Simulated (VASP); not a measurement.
# SrO2F (Cmcm) in VASP: a series of runs

The runs below take SrO2F through single point, with PBE, RPBE.

Everything below comes from runs of VASP 6.6.1. Logs are shortened: lines on timing, memory, paths and dates and some standing lists are left out, and cuts for length are marked.

**1. The cell of the first run**

The structure is orthorhombic, space group Cmcm (No. 63). The conventional cell has a = 3.941 Å, b = 11.507 Å, c = 5.752 Å, α = 90.00°, β = 90.00°, γ = 90.00°. Sr (site symmetry m2m) has 6 O at 2.57 to 2.66 Å and 2 F at 2.79 Å within 3.4 Å. Within 2.5 Å of F (site symmetry m2m) lie 4 O at 1.86 to 2.11 Å. Within 2.9 Å of O (site symmetry m) lie 2 F at 1.86 to 2.11 Å and 3 Sr at 2.57 to 2.66 Å and 3 O at 2.72 to 2.88 Å.

**2. Single point, PBE**

INCAR reads:

```
PREC     = Accurate       # precision mode
ENCUT    = 520            # plane-wave cutoff, eV
EDIFF    = 1E-7           # SCF threshold, eV
ISMEAR   = 1              # smearing method
SIGMA    = 0.026          # smearing width, eV
LREAL    = F              # projectors in reciprocal space
LASPH    = T              # aspherical terms in the spheres
NELM     = 80             # most SCF steps
ALGO     = Normal         # electronic algorithm
ISIF     = 2              # what is computed and relaxed
LWAVE    = F              # write WAVECAR
LCHARG   = F              # write CHGCAR
GGA      = PE             # functional
NBANDS   = 39             # bands
```

KPOINTS reads:

```
regular mesh
0
Gamma
  5 5 3
```

POSCAR reads:

```
SrO2F
1.0
    3.9414920000      0.0000000000      0.0000000000
    1.9707460000     -5.7534890000      0.0000000000
    0.0000000000      0.0000000000     -5.7519720000
Sr F O
2 2 4
Direct
    0.3120000000      0.3760000000      0.7500000000
    0.6880000000      0.6240000000      0.2500000000
    0.9840000000      0.0320000000      0.7500000000
    0.0160000000      0.9680000000      0.2500000000
    0.1180000000      0.7640000000      0.0000000000
    0.8820000000      0.2360000000      0.5000000000
    0.8820000000      0.2360000000      0.0000000000
    0.1180000000      0.7640000000      0.5000000000
```

Potentials or basis: VASP PAW PBE potentials, release 64 (Sr_sv, F, O).

Launch:

```
$ cat potpaw_PBE.64/Sr_sv/POTCAR potpaw_PBE.64/F/POTCAR potpaw_PBE.64/O/POTCAR > POTCAR
$ mpirun -np 1 vasp_std > vasp.out
```

OUTCAR:

```text
PREC = Accurate
   ENCUT = 520
   EDIFF = 1E-7
   ISMEAR = 1
   LREAL = F
   LASPH = T
   NELM = 80
   ISIF = 2
   GGA = PE

 ion  position               nearest neighbor table
   1  0.312  0.376  0.750-   6 2.57   7 2.57   6 2.57   7 2.57   5 2.66   8 2.66   3 2.79   3 2.79
                             2 3.77   2 3.77   2 3.77   2 3.77
   2  0.688  0.624  0.250-   5 2.57   8 2.57   5 2.57   8 2.57   7 2.66   6 2.66   4 2.79   4 2.79
                             1 3.77   1 3.77   1 3.77   1 3.77
   3  0.984  0.032  0.750-   6 1.86   7 1.86   1 2.79   1 2.79
   4  0.016  0.968  0.250-   5 1.86   8 1.86   2 2.79   2 2.79
   5  0.118  0.764  0.000-   4 1.86   2 2.57   2 2.57   1 2.66
   6  0.882  0.236  0.500-   3 1.86   1 2.57   1 2.57   2 2.66
   7  0.882  0.236  0.000-   3 1.86   1 2.57   1 2.57   2 2.66
   8  0.118  0.764  0.500-   4 1.86   2 2.57   2 2.57   1 2.66

  LATTYP: Found a base centered orthorhombic cell.
 ALAT       =     3.9414920000
 B/A-ratio  =     2.9194472550
 C/A-ratio  =     1.4593387479

  Lattice vectors:

 A1 = (   1.9707460000,   5.7534890000,   0.0000000000)
 A2 = (   1.9707460000,  -5.7534890000,   0.0000000000)
 A3 = (   0.0000000000,   0.0000000000,  -5.7519720000)

Analysis of symmetry for initial positions (statically):
=====================================================================
 Subroutine PRICEL returns:
 Original cell was already a primitive cell.

 Routine SETGRP: Setting up the symmetry group for a
 base centered orthorhombic supercell.

 Subroutine GETGRP returns: Found  8 space group operations
 (whereof  4 operations were pure point group operations)
 out of a pool of  8 trial point group operations.

The static configuration has the point symmetry C_2h.
 The point group associated with its full space group is D_2h.

Analysis of symmetry for dynamics (positions and initial velocities):
=====================================================================
 Subroutine PRICEL returns:
 Original cell was already a primitive cell.

 Routine SETGRP: Setting up the symmetry group for a
 base centered orthorhombic supercell.

 Subroutine GETGRP returns: Found  8 space group operations
 (whereof  4 operations were pure point group operations)
 out of a pool of  8 trial point group operations.

The dynamic configuration has the point symmetry C_2h.
 The point group associated with its full space group is D_2h.

 Subroutine INISYM returns: Found  8 space group operations
 (whereof  4 operations are pure point group operations),
 and found     1 'primitive' translations

----------------------------------------------------------------------------------------

                                     Primitive cell

  volume of cell :     130.4394

  direct lattice vectors                    reciprocal lattice vectors
     3.941492000  0.000000000  0.000000000     0.253711031  0.086903790  0.000000000
     1.970746000 -5.753489000  0.000000000     0.000000000 -0.173807580  0.000000000
     0.000000000  0.000000000 -5.751972000     0.000000000  0.000000000 -0.173853419

  length of vectors
     3.941492000  6.081650719  5.751972000     0.268181946  0.173807580  0.173853419

  position of ions in fractional coordinates (direct lattice)
     0.312000000  0.376000000  0.750000000
     0.688000000  0.624000000  0.250000000
     0.984000000  0.032000000  0.750000000
     0.016000000  0.968000000  0.250000000
     0.118000000  0.764000000  0.000000000
     0.882000000  0.236000000  0.500000000
     0.882000000  0.236000000  0.000000000
     0.118000000  0.764000000  0.500000000

  ion indices of the primitive-cell ions
   primitive index   ion index
                 1           1
                 2           2
                 3           3
                 4           4
                 5           5
                 6           6
                 7           7
                 8           8

----------------------------------------------------------------------------------------

 KPOINTS: regular mesh

Automatic generation of k-mesh.
 Grid dimensions read from file:
 generate k-points for:    5    5    3

 Generating k-lattice:

  Cartesian coordinates                     Fractional coordinates (reciprocal lattice)
     0.050742206  0.017380758  0.000000000     0.200000000  0.000000000  0.000000000
     0.000000000 -0.034761516  0.000000000     0.000000000  0.200000000  0.000000000
     0.000000000  0.000000000 -0.057951140     0.000000000  0.000000000  0.333333333

  Length of vectors
     0.053636389  0.034761516  0.057951140

  Shift w.r.t. Gamma in fractional coordinates (k-lattice)
     0.000000000  0.000000000  0.000000000

 Subroutine IBZKPT returns following result:
 ===========================================

 Found     18 irreducible k-points:

 Following reciprocal coordinates:
            Coordinates               Weight
  0.000000  0.000000  0.000000      1.000000
  0.200000  0.000000  0.000000      4.000000
  0.400000  0.000000  0.000000      4.000000
  0.000000  0.200000  0.000000      2.000000
  0.400000  0.200000  0.000000      2.000000
 -0.400000  0.200000  0.000000      4.000000
[... 10 lines left out ...]
  0.000000  0.400000  0.333333      4.000000
 -0.200000  0.400000  0.333333      4.000000
   k-points           NKPTS =     18   k-points in BZ     NKDIM =     18   number of bands    NBANDS=     39
   number of dos      NEDOS =    301   number of ions     NIONS =      8
   total plane-waves  NPLWV =  69120
   dimension x,y,z NGX =    30 NGY =   48 NGZ =   48
   dimension x,y,z NGXF=    60 NGYF=   96 NGZF=   96
   ions per type =               2   2   4
   NGX,Y,Z   is equivalent  to a cutoff of  12.65, 13.12, 13.87 a.u.
   NGXF,Y,Z  is equivalent  to a cutoff of  25.31, 26.24, 27.75 a.u.
 SYSTEM =  unknown system
   PREC   = accura    normal or accurate (medium, high low for compatibility)
   ISTART =      0    job   : 0-new  1-cont  2-samecut
   ICHARG =      2    charge: 1-file 2-atom 10-const
   ISPIN  =      1    spin polarized calculation?
   LNONCOLLINEAR =      F non collinear calculations
   LSORBIT =      F    spin-orbit coupling
   LASPH  =      T    aspherical Exc in radial PAW
   ENCUT  =  520.0 eV  38.22 Ry    6.18 a.u.   7.33 11.31 10.69*2*pi/ulx,y,z
   NELM   =     80;   NELMIN=  2; NELMDL= -5     # of ELM steps
   EDIFF  = 0.1E-06   stopping-criterion for ELM
   LREAL  =      F    real-space projection
   EDIFFG = 0.1E-05   stopping-criterion for IOM
   NSW    =      0    number of steps for IOM
   IBRION =     -1    ionic relax: 0-MD 1-quasi-New 2-CG
   NFREE  =      0    steps in history (QN), initial steepest desc. (CG)
   ISIF   =      2    stress and relaxation
   ISYM   =      2    0-nonsym 1-usesym 2-fastsym
   POTIM  = 0.5000    time-step for ionic-motion
   TEBEG  =    0.0;   TEEND  =   0.0 temperature during run
   PSTRESS=    0.0 pullay stress
   NELECT =      58.0000    total number of electrons
   NUPDOWN=      -1.0000    fix difference up-down
   EMIN   =  10.00;   EMAX   =-10.00  energy-range for DOS
   EFERMI =   0.00;   METHOD = LEGACY
   ISMEAR =     1;   SIGMA  =   0.03  broadening in eV -4-tet -1-fermi 0-gaus
   EFERMI_NEDOS =   21; number of points for ismear=-14 and -15
   IALGO  =     38    algorithm
   IMIX   =      4    mixing-type and parameters
     AMIX     =   0.40;   BMIX     =  1.00
     AMIX_MAG =   1.60;   BMIX_MAG =  1.00
  volume/ion in A,a.u.               =      16.30       110.03
  Fermi-wavevector in a.u.,A,eV,Ry     =   1.249534  2.361276 21.243241  1.561334
  Thomas-Fermi vector in A             =   2.383570
   LORBIT       =      0    0 simple, 1 ext, 2 COOP (PROOUT), +10 PAW based schemes
   GGA     = PE    functional components
   LHFCALC =     F    Hartree Fock is set to
   AEXX    =    0.0000 exact exchange contribution
   IVDW    =     0    specifies the selected vdW correction
   LEPSILON=     F    determine dielectric tensor
   LRPA    =     F    only Hartree local field effects (RPA)
 non-spin polarized calculation
 Methfessel and Paxton  Order N= 1 SIGMA  =   0.03
  energy-cutoff  :      520.00
  volume of cell :      130.44
 maximum number of plane-waves:      3531
 NGX is ok and might be reduce to    30
   NGX = 15   NGY = 23   NGZ = 21

 number of electron      57.9999983 magnetization

 Free energy of the ion-electron system (eV)
  ---------------------------------------------------
  ext. energy  EPLUGINS =         0.00000000
  ---------------------------------------------------
  free energy    TOTEN  =       -32.15323432 eV

  energy without entropy =      -32.15244501  energy(sigma->0) =      -32.15297122

 E-fermi :   0.5167     XC(G=0):  -8.9182

 val. band max:        0.5135805816   @ k =   0.0000   0.4000   0.3333
 cond. band min:       0.5273388834   @ k =  -0.2000   0.2000   0.0000
 fundamental gap:      0.0137583018
 Fermi energy:         0.5166523623

 k-point     1 :       0.0000    0.0000    0.0000
  band No.  band energies     occupation
      1     -33.0031      2.00000
      2     -32.9434      2.00000
      3     -23.2422      2.00000
      4     -22.8350      2.00000
      5     -16.8628      2.00000
      6     -16.5576      2.00000
[... 31 lines left out ...]
     38       7.6799      0.00000
     39       7.9676      0.00000

 k-point     2 :       0.2000    0.0000    0.0000
  band No.  band energies     occupation
      1     -32.9900      2.00000
      2     -32.9417      2.00000
      3     -23.2474      2.00000
      4     -22.8371      2.00000
      5     -16.7131      2.00000
      6     -16.6669      2.00000
[... 31 lines left out ...]
     38       8.0259      0.00000
     39       8.1743      0.00000

 k-point     3 :       0.4000    0.0000    0.0000
  band No.  band energies     occupation
      1     -32.9630      2.00000
      2     -32.9445      2.00000
      3     -23.2564      2.00000
      4     -22.8403      2.00000
      5     -16.8233      2.00000
      6     -16.3715      2.00000
[... 31 lines left out ...]
     38       8.5805      0.00000
     39       8.9336      0.00000

 k-point     4 :       0.0000    0.2000    0.0000
  band No.  band energies     occupation
      1     -33.0029      2.00000
      2     -32.9435      2.00000
      3     -23.2467      2.00000
      4     -22.8343      2.00000
      5     -16.8045      2.00000
      6     -16.4720      2.00000
[... 31 lines left out ...]
     38       7.7062      0.00000
     39       8.0109      0.00000
[... 502 lines left out ...]
     38       7.3968      0.00000
     39       8.1761      0.00000

 k-point    17 :       0.0000    0.4000    0.3333
  band No.  band energies     occupation
      1     -32.9878      2.00000
      2     -32.9585      2.00000
      3     -23.1550      2.00000
      4     -22.9452      2.00000
      5     -16.6508      2.00000
      6     -16.4905      2.00000
[... 31 lines left out ...]
     38       7.6379      0.00000
     39       7.7617      0.00000

 k-point    18 :      -0.2000    0.4000    0.3333
  band No.  band energies     occupation
      1     -32.9776      2.00000
      2     -32.9538      2.00000
      3     -23.1579      2.00000
      4     -22.9476      2.00000
      5     -16.5095      2.00000
      6     -16.4918      2.00000
[... 31 lines left out ...]
     38       7.4363      0.00000
     39       8.2866      0.00000

------------------------ aborting loop because EDIFF is reached ----------------------------------------

  FORCE on cell =-STRESS in cart. coord.  units (eV):
  Direction    XX          YY          ZZ          XY          YZ          ZX
  --------------------------------------------------------------------------------------
  -------------------------------------------------------------------------------------
  Total       -0.1572227      0.0505280      4.9735131      0.0000000     -0.0000000      0.0000000
  in kB       -1.9311555      0.6206321     61.0892996      0.0000000     -0.0000000      0.0000000
  external PRESSURE =      19.9262587 kB  Pullay stress =       0.0000000 kB

 VOLUME and BASIS-vectors are now :
 -----------------------------------------------------------------------------
  energy-cutoff  :      520.00
  volume of cell :      130.44
      direct lattice vectors                 reciprocal lattice vectors
     3.941492000  0.000000000  0.000000000     0.253711031  0.086903790  0.000000000
     1.970746000 -5.753489000  0.000000000     0.000000000 -0.173807580  0.000000000
     0.000000000  0.000000000 -5.751972000     0.000000000  0.000000000 -0.173853419

 POSITION                                       TOTAL-FORCE (eV/Angst)
 -----------------------------------------------------------------------------------
      1.97075     -2.16331     -4.31398         0.000000      0.865467      0.000000
      3.94149     -3.59018     -1.43799         0.000000     -0.865467      0.000000
      3.94149     -0.18411     -4.31398        -0.000000     -0.300587      0.000000
      1.97075     -5.56938     -1.43799         0.000000      0.300587      0.000000
      1.97075     -4.39567      0.00000        -0.000000      1.677535      0.527306
      3.94149     -1.35782     -2.87599         0.000000     -1.677535      0.527306
      3.94149     -1.35782      0.00000         0.000000     -1.677535     -0.527306
      1.97075     -4.39567     -2.87599        -0.000000      1.677535     -0.527306
 -----------------------------------------------------------------------------------
    total drift:                                0.000000     -0.000000     -0.000000

  FREE ENERGIE OF THE ION-ELECTRON SYSTEM (eV)
  ---------------------------------------------------
  free  energy   TOTEN  =       -32.1532343243 eV

  energy  without entropy=      -32.1524450107  energy(sigma->0) =      -32.15297122
```

Wall time 1.8 min (1 thread of Intel Xeon Platinum 8259CL at 2.50GHz (Skylake/Cascade Lake), shared host); peak memory 0.28 GiB.

Results:

```
Free energy            : -32.1532 eV
Pressure               : 2.0 GPa
Largest force          : 1.758 eV/Å
Band gap on the k mesh : zero (bands 29 and 30 overlap by 0.14 eV)
```

Forces on the atoms (eV/Å):
```
Sr   0.000  0.865  0.000
Sr   0.000 -0.865  0.000
F    0.000 -0.301  0.000
F    0.000  0.301  0.000
O    0.000  1.678  0.527
O    0.000 -1.678  0.527
O    0.000 -1.678 -0.527
O    0.000  1.678 -0.527
```

Stress tensor (GPa, compression positive):
```
-0.19  0.00  0.00
 0.00  0.06  0.00
 0.00  0.00  6.11
```

Caveat: the k points lie up to 0.36 Å⁻¹ apart; forces of over 1 eV/Å act on the atoms, so gaps and moduli don't describe the material at rest.

[end of part 1 of 2]
